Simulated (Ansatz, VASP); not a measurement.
Two plane-wave programs on Cl

```
Cl
1.0
     2.81829    0.00000    0.00000
     0.00000    2.81829    0.00000
     0.00000    0.00000    2.81829
Cl
1
Direct
  0.00000 0.00000 0.00000
```

Change from the starting cell: volume scaled by 0.95, PAW files.

Alike in both runs: task single point; functional PBE; k mesh 15 × 15 × 15; occupations fermi-dirac, width 0.1 eV; no spin polarisation.

|  | VASP | Ansatz |
| --- | --- | --- |
| version | VASP 6.6.1 | Ansatz 0.2.0 |
| potentials or method | VASP PAW PBE potentials, release 64 (Cl) | PAW with Ansatz's default frozen-core files, scalar-relativistic |
| plane-wave cutoff (eV) | 520 | 420 |
| valence electrons in the cell | 7 | 7 |

```csv
,VASP,Ansatz,Ansatz less VASP
pressure (GPa),1.8,1.9,+0.10
```

With one functional, cell and mesh, what is left measures potentials, basis and numerics.
